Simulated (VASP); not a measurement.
# Ti6H in VASP: notebook

The runs below take Ti6H through single point, with PBEsol.

Everything below comes from runs of VASP 6.6.1. Logs are shortened: lines on timing, memory, paths and dates and some standing lists are left out, and cuts for length are marked.

**1. The cell of the first run**

The cell holds a slab with vacuum, 7 atoms: a = 2.868 Å, b = 4.056 Å, c = 26.170 Å, α = 90.00°, β = 90.00°, γ = 90.00°.

**2. Single point, PBEsol**

Contents of INCAR:

```
PREC     = Accurate       # precision mode
ENCUT    = 520            # plane-wave cutoff, eV
EDIFF    = 1E-6           # SCF threshold, eV
ISMEAR   = 0              # smearing method
SIGMA    = 0.1            # smearing width, eV
LREAL    = F              # projectors in reciprocal space
LASPH    = T              # aspherical terms in the spheres
NELM     = 60             # most SCF steps
ALGO     = Normal         # electronic algorithm
ISIF     = 2              # what is computed and relaxed
LWAVE    = F              # write WAVECAR
LCHARG   = F              # write CHGCAR
LDIPOL   = T            
IDIPOL   = 3            
DIPOL    = 0.5 0.5 0.489
GGA      = PS             # functional
NBANDS   = 46             # bands
```

Contents of KPOINTS:

```
Automatic mesh
0
Gamma
  10 7 1
```

Contents of POSCAR:

```
Ti6H
1.0
    2.8679135959      0.0000000000      0.0000000000
    0.0000000000      4.0558423031      0.0000000000
    0.0000000000      0.0000000000     26.1697839898
Ti H
6 1
Direct
    0.5000000000      0.5000000000      0.3248020695
    0.0000000000      0.0000000000      0.3795964385
    0.5000000000      0.5000000000      0.4343908074
    0.0000000000      0.0000000000      0.4899127941
    0.5000000000      0.5000000000      0.5409417254
    0.0000000000      0.0000000000      0.5952567771
    0.0000000000      0.0000000000      0.6614208498
```

Potentials or basis: VASP PAW PBE potentials, release 64 (Ti_sv, H).

Launch:

```console
cat potpaw_PBE.64/Ti_sv/POTCAR potpaw_PBE.64/H/POTCAR > POTCAR
mpirun -np 1 vasp_std > vasp.out
```

OUTCAR:

```text
PREC = Accurate
   ENCUT = 520
   EDIFF = 1E-6
   ISMEAR = 0
   LREAL = F
   LASPH = T
   NELM = 60
   ISIF = 2
   GGA = PS

 ion  position               nearest neighbor table
   1  0.500  0.500  0.325-   2 2.87   2 2.87   2 2.87   2 2.87   3 2.87
   2  0.000  0.000  0.380-   3 2.87   3 2.87   3 2.87   3 2.87   1 2.87   1 2.87   1 2.87   1 2.87
                             4 2.89
   3  0.500  0.500  0.434-   5 2.79   2 2.87   2 2.87   2 2.87   2 2.87   1 2.87   4 2.88   4 2.88
                             4 2.88   4 2.88
   4  0.000  0.000  0.490-   6 2.76   5 2.82   5 2.82   5 2.82   5 2.82   3 2.88   3 2.88   3 2.88
                             3 2.88   2 2.89
   5  0.500  0.500  0.541-   3 2.79   4 2.82   4 2.82   4 2.82   4 2.82   6 2.86   6 2.86   6 2.86
                             6 2.86
   6  0.000  0.000  0.595-   7 1.73   4 2.76   5 2.86   5 2.86   5 2.86   5 2.86
   7  0.000  0.000  0.661-   6 1.73

  LATTYP: Found a simple orthorhombic cell.
 ALAT       =     2.8679135959
 B/A-ratio  =     1.4142135624
 C/A-ratio  =     9.1250252543

  Lattice vectors:

 A1 = (   2.8679135959,   0.0000000000,   0.0000000000)
 A2 = (   0.0000000000,   4.0558423031,   0.0000000000)
 A3 = (   0.0000000000,   0.0000000000,  26.1697839898)

Analysis of symmetry for initial positions (statically):
=====================================================================
 Subroutine PRICEL returns:
 Original cell was already a primitive cell.

 Routine SETGRP: Setting up the symmetry group for a
 simple orthorhombic supercell.

 Subroutine GETGRP returns: Found  4 space group operations
 (whereof  4 operations were pure point group operations)
 out of a pool of  8 trial point group operations.

The static configuration has the point symmetry C_2v.

Analysis of symmetry for dynamics (positions and initial velocities):
=====================================================================
 Subroutine PRICEL returns:
 Original cell was already a primitive cell.

 Routine SETGRP: Setting up the symmetry group for a
 simple orthorhombic supercell.

 Subroutine GETGRP returns: Found  4 space group operations
 (whereof  4 operations were pure point group operations)
 out of a pool of  8 trial point group operations.

The dynamic configuration has the point symmetry C_2v.

 Subroutine INISYM returns: Found  4 space group operations
[... 115 lines left out ...]
   TEBEG  =    0.0;   TEEND  =   0.0 temperature during run
   PSTRESS=    0.0 pullay stress
   NELECT =      73.0000    total number of electrons
   NUPDOWN=      -1.0000    fix difference up-down
   EMIN   =  10.00;   EMAX   =-10.00  energy-range for DOS
   EFERMI =   0.00;   METHOD = LEGACY
   ISMEAR =     0;   SIGMA  =   0.10  broadening in eV -4-tet -1-fermi 0-gaus
   EFERMI_NEDOS =   21; number of points for ismear=-14 and -15
   IALGO  =     38    algorithm
   IMIX   =      4    mixing-type and parameters
     AMIX     =   0.40;   BMIX     =  1.00
     AMIX_MAG =   1.60;   BMIX_MAG =  1.00
  volume/ion in A,a.u.               =      43.49       293.46
  Fermi-wavevector in a.u.,A,eV,Ry     =   1.017107  1.922054 14.075321  1.034507
  Thomas-Fermi vector in A             =   2.150489
   LORBIT       =      0    0 simple, 1 ext, 2 COOP (PROOUT), +10 PAW based schemes
   GGA     = PS    functional components
   LHFCALC =     F    Hartree Fock is set to
   AEXX    =    0.0000 exact exchange contribution
   IVDW    =     0    specifies the selected vdW correction
   LEPSILON=     F    determine dielectric tensor
   LRPA    =     F    only Hartree local field effects (RPA)
 non-spin polarized calculation
 Gauss-broadening in eV      SIGMA  =   0.10
  energy-cutoff  :      520.00
  volume of cell :      304.40
 maximum number of plane-waves:      8237
 NGX is ok and might be reduce to    24
   NGX = 11   NGY = 15   NGZ = 97

 dipolmoment           0.000000      0.000000     -0.484993 electrons x Angstroem

 number of electron      73.0000024 magnetization

 dipolmoment           0.000000      0.000000      0.208872 electrons x Angstroem

 Free energy of the ion-electron system (eV)
  ---------------------------------------------------
  ext. energy  EPLUGINS =         0.00000000
  ---------------------------------------------------
  free energy    TOTEN  =       -49.54506535 eV

  energy without entropy =      -49.50125301  energy(sigma->0) =      -49.52315918

 E-fermi :  -0.4492     XC(G=0):  -4.8586

 val. band max:       -0.4562487408   @ k =   0.0000   0.0000   0.0000
 cond. band min:      -0.4320809702   @ k =   0.0000   0.1429   0.0000
 fundamental gap:      0.0241677706
 Fermi energy:        -0.4492181289

 k-point     1 :       0.0000    0.0000    0.0000
  band No.  band energies     occupation
      1     -57.1827      2.00000
      2     -56.8627      2.00000
      3     -56.8239      2.00000
      4     -56.7389      2.00000
      5     -56.6919      2.00000
      6     -56.5714      2.00000
[... 1165 lines left out ...]
     45       1.1241      0.00000
     46       1.4369      0.00000

------------------------ aborting loop because EDIFF is reached ----------------------------------------

 vacuum level on the upper side and lower side of the slab       (xc-potential included)         1.357        -1.822

  FORCE on cell =-STRESS in cart. coord.  units (eV):
  Direction    XX          YY          ZZ          XY          YZ          ZX
  --------------------------------------------------------------------------------------
  -------------------------------------------------------------------------------------
  Total       -1.3748955     -4.3869530     -1.6346679      0.0000000      0.0000000      0.0000000
  in kB       -7.2365743    -23.0901262     -8.6038503      0.0000000      0.0000000      0.0000000
  external PRESSURE =     -12.9768503 kB  Pullay stress =       0.0000000 kB

 VOLUME and BASIS-vectors are now :
 -----------------------------------------------------------------------------
  energy-cutoff  :      520.00
  volume of cell :      304.40
      direct lattice vectors                 reciprocal lattice vectors
     2.867913596  0.000000000  0.000000000     0.348685540  0.000000000  0.000000000
     0.000000000  4.055842303  0.000000000     0.000000000  0.246557910  0.000000000
     0.000000000  0.000000000 26.169783990     0.000000000  0.000000000  0.038212008

 POSITION                                       TOTAL-FORCE (eV/Angst)
 -----------------------------------------------------------------------------------
      1.43396      2.02792      8.50000         0.000000      0.000000      0.684253
      0.00000      0.00000      9.93396         0.000000      0.000000     -0.327959
      1.43396      2.02792     11.36791         0.000000      0.000000     -0.338882
      0.00000      0.00000     12.82091         0.000000      0.000000     -0.006135
      1.43396      2.02792     14.15633         0.000000      0.000000      0.012211
      0.00000      0.00000     15.57774         0.000000      0.000000     -0.005065
      0.00000      0.00000     17.30924         0.000000      0.000000     -0.018424
 -----------------------------------------------------------------------------------
    total drift:                                0.000000      0.000000      0.000340

  FREE ENERGIE OF THE ION-ELECTRON SYSTEM (eV)
  ---------------------------------------------------
  free  energy   TOTEN  =       -49.5450653541 eV

  energy  without entropy=      -49.5012530096  energy(sigma->0) =      -49.52315918

 vacuum level on the upper side and lower side of the slab         5.963         2.726
```

OSZICAR:

```text
N       E                     dE             d eps       ncg     rms          rms(c)
DAV:   1     0.896443175193E+03    0.89644E+03   -0.39599E+04  2592   0.157E+03
DAV:   2     0.684401376259E+02   -0.82800E+03   -0.81291E+03  2326   0.509E+02
DAV:   3    -0.361298020805E+02   -0.10457E+03   -0.10207E+03  3608   0.161E+02
[... 25 lines left out ...]
DAV:  29    -0.495450538117E+02   -0.81748E-05   -0.24407E-06  1844   0.982E-03    0.203E-03
DAV:  30    -0.495450587017E+02   -0.48900E-05   -0.60587E-07  1660   0.434E-03    0.991E-04
DAV:  31    -0.495450625412E+02   -0.38395E-05   -0.59984E-07  1692   0.395E-03    0.797E-04
DAV:  32    -0.495450645073E+02   -0.19661E-05   -0.20104E-07  1552   0.235E-03    0.848E-04
DAV:  33    -0.495450653541E+02   -0.84681E-06   -0.90296E-08  1436   0.146E-03
   1 F= -.49545065E+02 E0= -.49523159E+02  d E =-.438123E-01
```

stdout:

```text
POSCAR found type information on POSCAR TiH
 POSCAR found :  2 types and       7 ions
 scaLAPACK will be used
 -----------------------------------------------------------------------------
|                                                                             |
|                                                                             |
|     You enforced a specific xc type in the INCAR file but a different       |
|     I HOPE YOU KNOW WHAT YOU ARE DOING!                                     |
|                                                                             |
 -----------------------------------------------------------------------------

 LDA part: xc-table for (Slater+PW92), standard interpolation
 POSCAR, INCAR and KPOINTS ok, starting setup
 FFT: planning ... GRIDC
 FFT: planning ... GRID_SOFT
 FFT: planning ... GRID
 WAVECAR not read
 entering main loop
```

Wall time 7.2 min (1 thread of Intel Xeon 6975P-C (Granite Rapids), shared host); peak memory 0.5 GiB.

What came out:

```
Free energy            : -49.5451 eV
Largest force          : 0.684 eV/Å
Band gap on the k mesh : zero (an odd number of electrons rules out a gap without spin polarisation)
```

Forces in eV/Å, atoms in the order of the input:
```
Ti   0.000  0.000  0.684
Ti   0.000  0.000 -0.328
Ti   0.000  0.000 -0.339
Ti   0.000  0.000 -0.006
Ti   0.000  0.000  0.012
Ti   0.000  0.000 -0.005
H    0.000  0.000 -0.018
```

Caveat: the PAW data sets were made with another functional, which shifts forces and pressure a little.

**3. Single point, PBEsol**

Contents of INCAR:

```
  ALGO = Normal
  DIPOL = 0.5 0.5 0.480
  EDIFF = 1E-6
  ENCUT = 520
  GGA = PS
  IDIPOL = 3
  ISIF = 2
  ISMEAR = 0
  LASPH = T
  LCHARG = F
  LDIPOL = T
  LREAL = F
  LWAVE = F
  NBANDS = 46
  NELM = 60
  PREC = Accurate
  SIGMA = 0.1
```

Contents of KPOINTS:

```
k-points
0
Gamma
  10 7 1
```

Contents of POSCAR:

```
Ti6H
1.0
    2.8679135959      0.0000000000      0.0000000000
    0.0000000000      4.0558423031      0.0000000000
    0.0000000000      0.0000000000     26.1697839898
Ti H
6 1
Direct
    0.5000000000      0.5000000000      0.3248020695
    0.0000000000      0.0000000000      0.3795964385
    0.5000000000      0.5000000000      0.4343908074
    0.0000000000      0.0000000000      0.4884192365
    0.5000000000      0.5000000000      0.5460844659
    0.0000000000      0.0000000000      0.5934001825
    0.0000000000      0.5000000000      0.5956987801
```

Potentials or basis: VASP PAW PBE potentials, release 64 (Ti_sv, H).

Launch:

```console
cat potpaw_PBE.64/Ti_sv/POTCAR potpaw_PBE.64/H/POTCAR > POTCAR
mpirun -np 1 vasp_std > vasp.out
```

OUTCAR:

```text
EDIFF = 1E-6
   ENCUT = 520
   GGA = PS
   ISIF = 2
   ISMEAR = 0
   LASPH = T
   LREAL = F
   NELM = 60
   PREC = Accurate

 ion  position               nearest neighbor table
   1  0.500  0.500  0.325-   2 2.87   2 2.87   2 2.87   2 2.87   3 2.87
   2  0.000  0.000  0.380-   4 2.85   3 2.87   3 2.87   3 2.87   3 2.87   1 2.87   1 2.87   1 2.87
                             1 2.87
   3  0.500  0.500  0.434-   4 2.86   4 2.86   4 2.86   4 2.86   2 2.87   2 2.87   2 2.87   2 2.87
                             1 2.87
   4  0.000  0.000  0.488-   6 2.75   2 2.85   3 2.86   3 2.86   3 2.86   3 2.86   5 2.91   5 2.91
                             5 2.91   5 2.91
   5  0.500  0.500  0.546-   6 2.78   6 2.78   6 2.78   6 2.78   4 2.91   4 2.91   4 2.91   4 2.91

   6  0.000  0.000  0.593-   4 2.75   5 2.78   5 2.78   5 2.78   5 2.78
   7  0.000  0.500  0.596-

  LATTYP: Found a simple orthorhombic cell.
 ALAT       =     2.8679135959
 B/A-ratio  =     1.4142135624
 C/A-ratio  =     9.1250252543

  Lattice vectors:

[... 200 lines left out ...]
  band No.  band energies     occupation
      1     -56.0172      2.00000
      2     -55.9442      2.00000
      3     -55.6798      2.00000
      4     -55.5967      2.00000
      5     -55.5591      2.00000
      6     -55.5157      2.00000
[... 1165 lines left out ...]
     45       2.2145      0.00000
     46       2.2320      0.00000

------------------------ aborting loop because EDIFF is reached ----------------------------------------

 vacuum level on the upper side and lower side of the slab       (xc-potential included)        -0.236        -0.185

  FORCE on cell =-STRESS in cart. coord.  units (eV):
  Direction    XX          YY          ZZ          XY          YZ          ZX
  --------------------------------------------------------------------------------------
  -------------------------------------------------------------------------------------
  Total       -0.9960808     -4.3420546     -1.7120080      0.0000000      0.0000000      0.0000000
  in kB       -5.2427346    -22.8538092     -9.0109196      0.0000000      0.0000000      0.0000000
  external PRESSURE =     -12.3691545 kB  Pullay stress =       0.0000000 kB

 VOLUME and BASIS-vectors are now :
 -----------------------------------------------------------------------------
  energy-cutoff  :      520.00
  volume of cell :      304.40
      direct lattice vectors                 reciprocal lattice vectors
     2.867913596  0.000000000  0.000000000     0.348685540  0.000000000  0.000000000
     0.000000000  4.055842303  0.000000000     0.000000000  0.246557910  0.000000000
     0.000000000  0.000000000 26.169783990     0.000000000  0.000000000  0.038212008

 POSITION                                       TOTAL-FORCE (eV/Angst)
 -----------------------------------------------------------------------------------
      1.43396      2.02792      8.50000         0.000000      0.000000      0.698090
      0.00000      0.00000      9.93396         0.000000      0.000000     -0.271109
      1.43396      2.02792     11.36791         0.000000      0.000000     -0.421102
      0.00000      0.00000     12.78183         0.000000      0.000000      0.011200
      1.43396      2.02792     14.29091         0.000000      0.000000     -0.004113
      0.00000      0.00000     15.52915         0.000000      0.000000     -0.019696
      0.00000      2.02792     15.58931         0.000000      0.000000      0.006730
 -----------------------------------------------------------------------------------
    total drift:                                0.000000      0.000000      0.000637

  FREE ENERGIE OF THE ION-ELECTRON SYSTEM (eV)
  ---------------------------------------------------
  free  energy   TOTEN  =       -50.9822290417 eV

  energy  without entropy=      -50.9278432298  energy(sigma->0) =      -50.95503614

 vacuum level on the upper side and lower side of the slab         3.863         3.916
```

OSZICAR:

```text
N       E                     dE             d eps       ncg     rms          rms(c)
DAV:   1     0.900571610200E+03    0.90057E+03   -0.39667E+04  2616   0.157E+03
DAV:   2     0.659639471986E+02   -0.83461E+03   -0.81943E+03  2312   0.510E+02
DAV:   3    -0.386788847889E+02   -0.10464E+03   -0.10255E+03  3548   0.162E+02
[... 27 lines left out ...]
DAV:  31    -0.509822226959E+02   -0.24155E-05   -0.41588E-07  1576   0.493E-03    0.149E-03
DAV:  32    -0.509822244805E+02   -0.17846E-05   -0.20764E-07  1530   0.241E-03    0.913E-04
DAV:  33    -0.509822264709E+02   -0.19904E-05   -0.20315E-07  1544   0.184E-03    0.870E-04
DAV:  34    -0.509822282306E+02   -0.17597E-05   -0.15397E-07  1464   0.190E-03    0.771E-04
DAV:  35    -0.509822290417E+02   -0.81113E-06   -0.61219E-08  1400   0.211E-03
   1 F= -.50982229E+02 E0= -.50955036E+02  d E =-.543858E-01
```

It took 7.4 min on 1 thread of Intel Xeon 6975P-C (Granite Rapids), shared host; peak memory 0.49 GiB.

Results:

```yaml
Free_energy: -50.9822 eV
Largest_force: 0.698 eV/Å
Band_gap_on_the_k_mesh: zero (an odd number of electrons rules out a gap without spin polarisation)
```

Forces on the atoms (eV/Å):
```
Ti   0.000  0.000  0.698
Ti   0.000  0.000 -0.271
Ti   0.000  0.000 -0.421
Ti   0.000  0.000  0.011
Ti   0.000  0.000 -0.004
Ti   0.000  0.000 -0.020
H    0.000  0.000  0.007
```

Caveat: the PAW data sets were made with another functional, which shifts forces and pressure a little.

**4. Single point, PBEsol**

Contents of INCAR:

```
SYSTEM = Ti6H
ALGO = Normal ; DIPOL = 0.5 0.5 0.484
EDIFF = 1E-6 ; ENCUT = 520
GGA = PS ; IDIPOL = 3
ISIF = 2 ; ISMEAR = 0
LASPH = .True. ; LCHARG = .False.
LDIPOL = .True. ; LREAL = .False.
LWAVE = .False. ; NBANDS = 46
NELM = 80 ; PREC = Accurate
SIGMA = 0.1
```

Contents of KPOINTS:

```
k-points
0
Gamma
  10 7 1
  0 0 0
```

Contents of POSCAR:

```
Ti6H
1.0
    2.8679135959      0.0000000000      0.0000000000
    0.0000000000      4.0558423031      0.0000000000
    0.0000000000      0.0000000000     26.1697839898
Ti H
6 1
Direct
    0.5000000000      0.5000000000      0.3248020695
    0.0000000000      0.0000000000      0.3795964385
    0.5000000000      0.5000000000      0.4343908074
    0.0000000000      0.0000000000      0.4912724873
    0.5000000000      0.5000000000      0.5441663887
    0.0000000000      0.0000000000      0.5965162067
    0.5000000000      0.5000000000      0.6173510658
```

Launch:

```console
cat potpaw_PBE.64/Ti_sv/POTCAR potpaw_PBE.64/H/POTCAR > POTCAR
mpirun -np 1 vasp_std > vasp.out
```

It took 9.2 min on 1 thread of Intel Xeon 6975P-C (Granite Rapids), shared host; peak memory 0.5 GiB.

Results (log left out):

```
Free energy            : -50.5209 eV
Largest force          : 0.686 eV/Å
Band gap on the k mesh : zero (an odd number of electrons rules out a gap without spin polarisation)
```

Forces in eV/Å, atoms in the order of the input:
```
Ti   0.000  0.000  0.686
Ti   0.000  0.000 -0.305
Ti   0.000  0.000 -0.361
Ti   0.000  0.000  0.006
Ti   0.000  0.000  0.013
Ti   0.000  0.000 -0.022
H    0.000  0.000 -0.016
```

Levels at points of the mesh, in eV from the Fermi level:
```
           k point  band 33  band 34  band 35  band 36  band 37  band 38  band 39  band 40
(0.00, 0.00, 0.00)    -0.77    -0.29    -0.06    -0.04     0.20     0.20     0.35     0.62
(0.50, 0.00, 0.00)    -1.19    -1.11    -1.06    -0.52    -0.33    -0.22     0.19     0.32
```

Caveat: the PAW data sets were made with another functional, which shifts forces and pressure a little.

**5. Overview**

```csv
cell,gap on the mesh (eV),largest force (eV/Å)
"as given, atomic positions A",none,0.68
"as given, atomic positions B",none,0.70
"as given, atomic positions C",none,0.69
```

Alike in all rows: task single point; level PBEsol; potentials or basis VASP PAW PBE potentials, release 64 (Ti_sv, H); no spin polarisation; k mesh 10 × 7 × 1; cutoff (eV) 520; smearing gaussian 0.1 eV.

Caveats: the PAW data sets were made with another functional, which shifts forces and pressure a little.

Absolute energies hang on the potentials; compare differences alone.
